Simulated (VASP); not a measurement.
# Cr in VASP: notebook

Runs on Cr. Level: PBE. Tasks: single point.

Everything below comes from runs of VASP 6.6.1. Logs are shortened: lines on timing, memory, paths and dates and some standing lists are left out, and cuts for length are marked.

## Step 1: The cell of the first run

Symmetry: I4/mmm, No. 139, tetragonal system. Conventional cell: a = 2.824 Å, b = 2.824 Å, c = 2.962 Å, α = 90.00°, β = 90.00°, γ = 90.00°. Within 3.3 Å of Cr (site symmetry 4/mmm) lie 14 Cr at 2.49 to 2.96 Å.

## Step 2: Single point, PBE (uniaxial strain along a: +4.0 %, then relaxed in part)

File INCAR:

```
SYSTEM = Cr
PREC = Accurate
ENCUT = 520
EDIFF = 1E-6
ISMEAR = 0
SIGMA = 0.1
LREAL = .FALSE.
LASPH = .TRUE.
NELM = 80
ALGO = Fast
ISIF = 2
LWAVE = .FALSE.
LCHARG = .TRUE.
GGA = PE
LELF = .TRUE.
LVHAR = .TRUE.
NBANDS = 19
```

File KPOINTS:

```
regular mesh
0
G
  18 18 18
  0 0 0
```

File POSCAR:

```
Cr
1.0
    2.9617432169      0.0000000000      0.0000000000
    0.0000000000      2.8236901422      0.0000000000
    0.0000000000      0.0000000000      2.8236901422
Cr
2
Direct
    0.0000000000      0.0000000000      0.0000000000
    0.5000000000      0.5000000000      0.5000000000
```

Potentials or basis: VASP PAW PBE potentials, release 64 (Cr_pv).

Started as:

```sh
cat potpaw_PBE.64/Cr_pv/POTCAR > POTCAR
mpirun -np 1 vasp_std > vasp.out
```

OUTCAR:

```text
SYSTEM = Cr
   PREC = Accurate
   ENCUT = 520
   EDIFF = 1E-6
   ISMEAR = 0
   LREAL = .FALSE.
   LASPH = .TRUE.
   NELM = 80
   ISIF = 2
   GGA = PE

 ion  position               nearest neighbor table
   1  0.000  0.000  0.000-   2 2.49   2 2.49   2 2.49   2 2.49   2 2.49   2 2.49   2 2.49   2 2.49

   2  0.500  0.500  0.500-   1 2.49   1 2.49   1 2.49   1 2.49   1 2.49   1 2.49   1 2.49   1 2.49

  LATTYP: Found a simple tetragonal cell.
 ALAT       =     2.8236901422
 C/A-ratio  =     1.0488910142

  Lattice vectors:

 A1 = (   0.0000000000,   2.8236901422,   0.0000000000)
 A2 = (   0.0000000000,   0.0000000000,   2.8236901422)
 A3 = (   2.9617432169,   0.0000000000,   0.0000000000)

Analysis of symmetry for initial positions (statically):
=====================================================================
 Subroutine PRICEL returns following result:

  LATTYP: Found a body centered tetragonal cell.
 ALAT       =     2.8236901422
 C/A-ratio  =     1.0488910142

  Lattice vectors:

 A1 = (  -1.4808716084,   1.4118450711,   1.4118450711)
 A2 = (  -1.4808716084,  -1.4118450711,  -1.4118450711)
 A3 = (   1.4808716084,  -1.4118450711,   1.4118450711)

   2 primitive cells build up your supercell.

 Routine SETGRP: Setting up the symmetry group for a
 simple tetragonal supercell.

 Subroutine GETGRP returns: Found 16 space group operations
 (whereof 16 operations were pure point group operations)
 out of a pool of 16 trial point group operations.

The static configuration has the point symmetry D_4h.

Analysis of symmetry for dynamics (positions and initial velocities):
=====================================================================
 Subroutine PRICEL returns following result:

  LATTYP: Found a body centered tetragonal cell.
 ALAT       =     2.8236901422
 C/A-ratio  =     1.0488910142

  Lattice vectors:

 A1 = (  -1.4808716084,   1.4118450711,   1.4118450711)
 A2 = (  -1.4808716084,  -1.4118450711,  -1.4118450711)
 A3 = (   1.4808716084,  -1.4118450711,   1.4118450711)

   2 primitive cells build up your supercell.

 Routine SETGRP: Setting up the symmetry group for a
 simple tetragonal supercell.

 Subroutine GETGRP returns: Found 16 space group operations
 (whereof 16 operations were pure point group operations)
 out of a pool of 16 trial point group operations.

The dynamic configuration has the point symmetry D_4h.
[... 92 lines left out ...]
   LNONCOLLINEAR =      F non collinear calculations
   LSORBIT =      F    spin-orbit coupling
   LASPH  =      T    aspherical Exc in radial PAW
   ENCUT  =  520.0 eV  38.22 Ry    6.18 a.u.   5.51  5.25  5.25*2*pi/ulx,y,z
   NELM   =     80;   NELMIN=  2; NELMDL= -5     # of ELM steps
   EDIFF  = 0.1E-05   stopping-criterion for ELM
   LREAL  =      F    real-space projection
   EDIFFG = 0.1E-04   stopping-criterion for IOM
   NSW    =      0    number of steps for IOM
   IBRION =     -1    ionic relax: 0-MD 1-quasi-New 2-CG
   NFREE  =      0    steps in history (QN), initial steepest desc. (CG)
   ISIF   =      2    stress and relaxation
   ISYM   =      2    0-nonsym 1-usesym 2-fastsym
   POTIM  = 0.5000    time-step for ionic-motion
   TEBEG  =    0.0;   TEEND  =   0.0 temperature during run
   PSTRESS=    0.0 pullay stress
   NELECT =      24.0000    total number of electrons
   NUPDOWN=      -1.0000    fix difference up-down
   EMIN   =  10.00;   EMAX   =-10.00  energy-range for DOS
   EFERMI =   0.00;   METHOD = LEGACY
   ISMEAR =     0;   SIGMA  =   0.10  broadening in eV -4-tet -1-fermi 0-gaus
   EFERMI_NEDOS =   21; number of points for ismear=-14 and -15
   IALGO  =     68    algorithm
   IMIX   =      4    mixing-type and parameters
     AMIX     =   0.40;   BMIX     =  1.00
     AMIX_MAG =   1.60;   BMIX_MAG =  1.00
  volume/ion in A,a.u.               =      11.81        79.68
  Fermi-wavevector in a.u.,A,eV,Ry     =   1.645955  3.110405 36.860488  2.709169
  Thomas-Fermi vector in A             =   2.735665
   LORBIT       =      0    0 simple, 1 ext, 2 COOP (PROOUT), +10 PAW based schemes
   GGA     = PE    functional components
   LHFCALC =     F    Hartree Fock is set to
   AEXX    =    0.0000 exact exchange contribution
   IVDW    =     0    specifies the selected vdW correction
   LEPSILON=     F    determine dielectric tensor
   LRPA    =     F    only Hartree local field effects (RPA)
 non-spin polarized calculation
 RMM-DIIS sequential band-by-band and
 Gauss-broadening in eV      SIGMA  =   0.10
  energy-cutoff  :      520.00
  volume of cell :       23.61
 maximum number of plane-waves:       656
 NGX is ok and might be reduce to    24

 number of electron      24.0000010 magnetization

 Free energy of the ion-electron system (eV)
  ---------------------------------------------------
  ext. energy  EPLUGINS =         0.00000000
  ---------------------------------------------------
  free energy    TOTEN  =       -18.98831446 eV

  energy without entropy =      -18.98028803  energy(sigma->0) =      -18.98430124

 E-fermi :  10.6710     XC(G=0): -13.5467

 val. band max:       10.6702755330   @ k =   0.5000   0.1111   0.0556
 cond. band min:      10.6710639006   @ k =   0.1667   0.2778   0.0000
 fundamental gap:      0.0007883676
 Fermi energy:        10.6709653608

 k-point     1 :       0.0000    0.0000    0.0000
  band No.  band energies     occupation
      1     -32.7446      2.00000
      2     -32.6470      2.00000
      3     -32.6470      2.00000
      4     -32.1047      2.00000
      5     -32.0883      2.00000
      6     -32.0883      2.00000
[... 505 lines left out ...]
      6     -32.0991      2.00000
[... 11 lines left out ...]
     18      17.7583      0.00000
     19      18.2964      0.00000

 [... further k-points ...]

------------------------ aborting loop because EDIFF is reached ----------------------------------------

  FORCE on cell =-STRESS in cart. coord.  units (eV):
  Direction    XX          YY          ZZ          XY          YZ          ZX
  --------------------------------------------------------------------------------------
  -------------------------------------------------------------------------------------
  Total       -2.2872146     -0.0758223     -0.0758223      0.0000000      0.0000000      0.0000000
  in kB     -155.1800982     -5.1442997     -5.1442997      0.0000000      0.0000000      0.0000000
  external PRESSURE =     -55.1562325 kB  Pullay stress =       0.0000000 kB

 VOLUME and BASIS-vectors are now :
 -----------------------------------------------------------------------------
  energy-cutoff  :      520.00
  volume of cell :       23.61
      direct lattice vectors                 reciprocal lattice vectors
     2.961743217  0.000000000  0.000000000     0.337638994  0.000000000  0.000000000
     0.000000000  2.823690142  0.000000000     0.000000000  0.354146507  0.000000000
     0.000000000  0.000000000  2.823690142     0.000000000  0.000000000  0.354146507

 POSITION                                       TOTAL-FORCE (eV/Angst)
 -----------------------------------------------------------------------------------
      0.00000      0.00000      0.00000         0.000000     -0.000000     -0.000000
      1.48087      1.41185      1.41185        -0.000000      0.000000      0.000000
 -----------------------------------------------------------------------------------
    total drift:                                0.000000      0.000000     -0.000000

  FREE ENERGIE OF THE ION-ELECTRON SYSTEM (eV)
  ---------------------------------------------------
  free  energy   TOTEN  =       -18.9883144626 eV

  energy  without entropy=      -18.9802880259  energy(sigma->0) =      -18.98430124
```

stdout:

```text
POSCAR found type information on POSCAR Cr
 POSCAR found :  1 types and       2 ions
 scaLAPACK will be used
 LDA part: xc-table for (Slater+PW92), standard interpolation
 POSCAR, INCAR and KPOINTS ok, starting setup
 FFT: planning ... GRIDC
 FFT: planning ... GRID_SOFT
 FFT: planning ... GRID
 WAVECAR not read
 entering main loop
WARNING in EDDRMM: call to ZHEGV failed, returncode =   6  3     19
WARNING in EDDRMM: call to ZHEGV failed, returncode =   6  3     19
```

It took 74 s on 1 thread of Intel Xeon 6975P-C (Granite Rapids), shared host; peak memory 0.3 GiB.

What came out:

- Free energy: -18.9883 eV
- Pressure: -5.5 GPa
- Band gap on the k mesh: zero (band 12 reaches 12.02 eV, above the bottom of band 13 at 10.19 eV)

Stress tensor (GPa, compression positive):
```
-15.52   0.00   0.00
  0.00  -0.51   0.00
  0.00   0.00  -0.51
```

Caveat: the cell differs from its parent crystal (uniaxial strain along a: +4.0 %, then relaxed in part); the run has no spin polarisation, though such a crystal can be magnetic. Spin polarisation is off, so any magnetic state and its effect on volume and gap are missing.

## Step 3: Single point, PBE (uniaxial strain along a: +4.0 %)

File INCAR:

```
SYSTEM = Cr
  ALGO = Fast
  EDIFF = 1E-7
  ENCUT = 520
  GGA = PE
  ISIF = 2
  ISMEAR = 0
  LASPH = .TRUE.
  LCHARG = .FALSE.
  LREAL = .FALSE.
  LWAVE = .FALSE.
  NBANDS = 19
  NELM = 100
  PREC = Accurate
  SIGMA = 0.1
```

File KPOINTS:

```
k-points
0
G
  18 18 18
  0 0 0
```

File POSCAR:

```
Cr
1.0
    2.9617432169      0.0000000000      0.0000000000
    0.0000000000      2.8193517161      0.0000000000
    0.0000000000      0.0000000000      2.8193517161
Cr
2
Direct
    0.0000000000      0.0000000000      0.0000000000
    0.5000000000      0.5000000000      0.5000000000
```

Potentials or basis: VASP PAW PBE potentials, release 64 (Cr_pv).

Started as:

```sh
cat potpaw_PBE.64/Cr_pv/POTCAR > POTCAR
mpirun -np 1 vasp_std > vasp.out
```

OUTCAR:

```text
SYSTEM = Cr
   EDIFF = 1E-7
   ENCUT = 520
   GGA = PE
   ISIF = 2
   ISMEAR = 0
   LASPH = .TRUE.
   LREAL = .FALSE.
   NELM = 100
   PREC = Accurate

 ion  position               nearest neighbor table
   1  0.000  0.000  0.000-   2 2.48   2 2.48   2 2.48   2 2.48   2 2.48   2 2.48   2 2.48   2 2.48

   2  0.500  0.500  0.500-   1 2.48   1 2.48   1 2.48   1 2.48   1 2.48   1 2.48   1 2.48   1 2.48

  LATTYP: Found a simple tetragonal cell.
 ALAT       =     2.8193517161
 C/A-ratio  =     1.0505050505

  Lattice vectors:

 A1 = (   0.0000000000,   2.8193517161,   0.0000000000)
 A2 = (   0.0000000000,   0.0000000000,   2.8193517161)
 A3 = (   2.9617432169,   0.0000000000,   0.0000000000)

Analysis of symmetry for initial positions (statically):
=====================================================================
 Subroutine PRICEL returns following result:

  LATTYP: Found a body centered tetragonal cell.
 ALAT       =     2.8193517161
 C/A-ratio  =     1.0505050505

  Lattice vectors:

 A1 = (  -1.4808716084,   1.4096758580,   1.4096758580)
 A2 = (  -1.4808716084,  -1.4096758580,  -1.4096758580)
 A3 = (   1.4808716084,  -1.4096758580,   1.4096758580)

[... 180 lines left out ...]
  energy without entropy =      -18.98028390  energy(sigma->0) =      -18.98428887

 E-fermi :  10.7141     XC(G=0): -13.5644

 val. band max:       10.7140123929   @ k =   0.1667   0.1111   0.1111
 cond. band min:      10.7141775472   @ k =   0.1111   0.4444   0.1111
 fundamental gap:      0.0001651542
 Fermi energy:        10.7141062604

 k-point     1 :       0.0000    0.0000    0.0000
  band No.  band energies     occupation
      1     -32.7051      2.00000
      2     -32.6037      2.00000
      3     -32.6037      2.00000
      4     -32.0576      2.00000
      5     -32.0408      2.00000
      6     -32.0408      2.00000
[... 505 lines left out ...]
      6     -32.0518      2.00000
[... 11 lines left out ...]
     18      17.7954      0.00000
     19      18.3412      0.00000

 [... further k-points ...]

------------------------ aborting loop because EDIFF is reached ----------------------------------------

  FORCE on cell =-STRESS in cart. coord.  units (eV):
  Direction    XX          YY          ZZ          XY          YZ          ZX
  --------------------------------------------------------------------------------------
  -------------------------------------------------------------------------------------
  Total       -2.2248122      0.0647987      0.0647987     -0.0000000      0.0000000      0.0000000
  in kB     -151.4112040      4.4099243      4.4099243     -0.0000000      0.0000000      0.0000000
  external PRESSURE =     -47.5304518 kB  Pullay stress =       0.0000000 kB

 VOLUME and BASIS-vectors are now :
 -----------------------------------------------------------------------------
  energy-cutoff  :      520.00
  volume of cell :       23.54
      direct lattice vectors                 reciprocal lattice vectors
     2.961743217  0.000000000  0.000000000     0.337638994  0.000000000  0.000000000
     0.000000000  2.819351716  0.000000000     0.000000000  0.354691468  0.000000000
     0.000000000  0.000000000  2.819351716     0.000000000  0.000000000  0.354691468

 POSITION                                       TOTAL-FORCE (eV/Angst)
 -----------------------------------------------------------------------------------
      0.00000      0.00000      0.00000         0.000000      0.000000      0.000000
      1.48087      1.40968      1.40968        -0.000000     -0.000000     -0.000000
 -----------------------------------------------------------------------------------
    total drift:                                0.000000      0.000000     -0.000000

  FREE ENERGIE OF THE ION-ELECTRON SYSTEM (eV)
  ---------------------------------------------------
  free  energy   TOTEN  =       -18.9882938397 eV

  energy  without entropy=      -18.9802839009  energy(sigma->0) =      -18.98428887
```

OSZICAR:

```text
N       E                     dE             d eps       ncg     rms          rms(c)
DAV:   1     0.238350505745E+03    0.23835E+03   -0.13911E+04 20900   0.155E+03
DAV:   2    -0.141204363990E+02   -0.25247E+03   -0.24699E+03 21245   0.437E+02
DAV:   3    -0.222569621023E+02   -0.81365E+01   -0.80171E+01 22140   0.932E+01
DAV:   4    -0.223845785001E+02   -0.12762E+00   -0.12739E+00 27820   0.107E+01
DAV:   5    -0.223869749751E+02   -0.23965E-02   -0.23919E-02 23389   0.133E+00    0.179E+01
RMM:   6    -0.189838733888E+02    0.34031E+01   -0.14433E+01 21276   0.381E+01    0.294E+00
RMM:   7    -0.190013239598E+02   -0.17451E-01   -0.63768E-01 22080   0.602E+00    0.150E+00
RMM:   8    -0.189876965472E+02    0.13627E-01   -0.46870E-02 23718   0.168E+00    0.364E-01
RMM:   9    -0.189879966227E+02   -0.30008E-03   -0.10144E-02 24428   0.982E-01    0.118E-01
RMM:  10    -0.189881915250E+02   -0.19490E-03   -0.31902E-03 26536   0.469E-01    0.889E-02
RMM:  11    -0.189882643938E+02   -0.72869E-04   -0.10974E-03 31729   0.247E-01    0.214E-02
RMM:  12    -0.189882835358E+02   -0.19142E-04   -0.20210E-04 29214   0.893E-02    0.347E-02
RMM:  13    -0.189882905416E+02   -0.70058E-05   -0.67031E-05 32346   0.303E-02    0.376E-02
RMM:  14    -0.189882915823E+02   -0.10407E-05   -0.11929E-05 28166   0.131E-02    0.455E-02
RMM:  15    -0.189882934944E+02   -0.19121E-05   -0.52808E-06 26402   0.917E-03    0.596E-02
RMM:  16    -0.189882936367E+02   -0.14231E-06   -0.18271E-06 25212   0.108E-02    0.270E-02
RMM:  17    -0.189882938385E+02   -0.20176E-06   -0.86095E-07 24381   0.332E-03    0.113E-02
RMM:  18    -0.189882938397E+02   -0.12001E-08   -0.76612E-08 16124   0.184E-03
   1 F= -.18988294E+02 E0= -.18984289E+02  d E =-.800994E-02
```

Wall time 84 s (1 thread of Intel Xeon 6975P-C (Granite Rapids), shared host); peak memory 0.3 GiB.

Results:

- Free energy: -18.9883 eV
- Pressure: -4.8 GPa
- Band gap on the k mesh: zero (band 12 reaches 12.08 eV, above the bottom of band 13 at 10.23 eV)

Caveat: the cell differs from its parent crystal (uniaxial strain along a: +4.0 %); the run has no spin polarisation, though such a crystal can be magnetic.

## Step 4: Single point, PBE

This run uses another cell than the first one: it holds 1 atom, not 2.

File INCAR:

```
PREC     = Accurate       # precision mode
ENCUT    = 500            # plane-wave cutoff, eV
EDIFF    = 1E-6           # SCF threshold, eV
ISMEAR   = 0              # smearing method
SIGMA    = 0.1            # smearing width, eV
LREAL    = False          # projectors in reciprocal space
LASPH    = True           # aspherical terms in the spheres
NELM     = 120            # most SCF steps
ALGO     = Normal         # electronic algorithm
ISIF     = 2              # what is computed and relaxed
LWAVE    = False          # write WAVECAR
LCHARG   = False          # write CHGCAR
GGA      = PE             # functional
NBANDS   = 12             # bands
GGA_COMPAT= False
```

File KPOINTS:

```
Automatic mesh
0
Gamma
  10 10 10
```

File POSCAR:

```
Cr
1.0
   -1.4248462202      1.4248462202      1.4248462202
    1.4248462202     -1.4248462202      1.4248462202
    1.4248462202      1.4248462202     -1.4248462202
Cr
1
Direct
    0.0000000000      0.0000000000      0.0000000000
```

Started as:

```sh
cat potpaw_PBE.64/Cr_pv/POTCAR > POTCAR
mpirun -np 1 vasp_std > vasp.out
```

Run time: 13 s. Hardware: 1 thread of Intel Xeon 8259CL, shared host; peak memory 0.12 GiB.

The run converged. Its results:

* Free energy: -9.5087 eV
* Pressure: -0.7 GPa
* Band gap on the k mesh: zero (band 6 reaches 13.36 eV, above the bottom of band 7 at 10.02 eV)

Levels at points of the mesh, in eV from the Fermi level:
| k point | band 3 | band 4 | band 5 | band 6 | band 7 | band 8 | band 9 | band 10 |
| --- | --- | --- | --- | --- | --- | --- | --- | --- |
| (0.00, 0.00, 0.00) | -42.79 | -7.88 | -0.96 | -0.96 | -0.96 | 1.09 | 1.09 | 7.04 |
| (0.50, 0.00, 0.00) | -42.79 | -4.46 | -2.50 | 1.08 | 1.08 | 1.42 | 2.77 | 7.03 |
| (0.50, 0.50, 0.50) | -43.41 | -4.34 | -4.34 | 2.38 | 2.38 | 2.38 | 7.03 | 10.56 |

Caveat: the run has no spin polarisation, though such a crystal can be magnetic. Spin polarisation is off, so any magnetic state and its effect on volume and gap are missing.

## Step 5: Single point, PBE, collinear spin, ferromagnetic start

This run uses another cell than the first one: it holds 1 atom, not 2.

File INCAR:

```
SYSTEM = Cr
  ALGO = Normal
  EDIFF = 1E-6
  ENCUT = 500
  GGA = PE
  GGA_COMPAT = .False.
  ISIF = 2
  ISMEAR = 0
  ISPIN = 2
  LASPH = .True.
  LCHARG = .True.
  LELF = .True.
  LMAXMIX = 4
  LORBIT = 11
  LREAL = .False.
  LVHAR = .True.
  LWAVE = .False.
  MAGMOM = 3
  NBANDS = 16
  NELM = 200
  PREC = Accurate
  SIGMA = 0.1
```

File KPOINTS:

```
k-points
0
Gamma
  8 8 8
  0 0 0
```

File POSCAR:

```
Cr
1.0
   -1.4419500000      1.4419500000      1.4419500000
    1.4419500000     -1.4419500000      1.4419500000
    1.4419500000      1.4419500000     -1.4419500000
Cr
1
Direct
    0.0000000000      0.0000000000      0.0000000000
```

Started as:

```sh
cat potpaw_PBE.64/Cr_pv/POTCAR > POTCAR
mpirun -np 1 vasp_std > vasp.out
```

Run time: 28 s. Hardware: 1 thread of Intel Xeon 8259CL, shared host; peak memory 0.13 GiB.

It converged, with:

* Free energy: -9.5017 eV
* Pressure: -9.1 GPa
* Band gap on the k mesh: zero (filled and empty bands overlap)
* Net moment: 0.00 μB per cell
* Valence electrons inside the program's atomic spheres: Cr 10.97

Levels at points of the mesh, in eV from the Fermi level:
Spin up:
```tsv
k point	band 2	band 3	band 4	band 5	band 6	band 7	band 8	band 9	band 10	band 11
(0.00, 0.00, 0.00)	-42.64	-42.64	-7.54	-0.72	-0.72	-0.72	1.24	1.24	7.21	22.19
(0.50, 0.00, 0.00)	-42.89	-42.64	-4.08	-2.18	1.20	1.23	1.55	2.83	7.20	9.64
(0.50, 0.50, 0.50)	-43.20	-43.20	-3.92	-3.92	2.46	2.46	2.46	7.21	10.45	10.45
```
Spin down:
```csv
k point,band 2,band 3,band 4,band 5,band 6,band 7,band 8,band 9,band 10,band 11
"(0.00, 0.00, 0.00)",-42.64,-42.64,-7.54,-0.72,-0.72,-0.72,1.24,1.24,7.21,22.19
"(0.50, 0.00, 0.00)",-42.89,-42.64,-4.08,-2.18,1.20,1.23,1.55,2.83,7.20,9.64
"(0.50, 0.50, 0.50)",-43.20,-43.20,-3.92,-3.92,2.46,2.46,2.46,7.21,10.45,10.45
```

Caveat: the k points lie up to 0.39 Å⁻¹ apart; the starting moments collapsed, and a magnetic state may lie lower.

## Step 6: Overview

```csv
cell,k mesh,cutoff (eV),gap on the mesh (eV),pressure (GPa)
"a = 2.962, b = 2.824, c = 2.824 Å, 2 atoms",18 × 18 × 18,520,none,-5.5
"a = 2.962, b = 2.819, c = 2.819 Å, 2 atoms",18 × 18 × 18,520,none,-4.8
"a = 2.468 Å, angles 109.5°, 1 atom",10 × 10 × 10,500,none,-0.7
```

Alike in all rows: task single point; level PBE; potentials or basis VASP PAW PBE potentials, release 64 (Cr_pv); no spin polarisation; smearing gaussian 0.1 eV.

Caveats: the run has no spin polarisation, though such a crystal can be magnetic.

Total energies depend on the potentials used, so only differences within one code and one set of settings carry meaning.
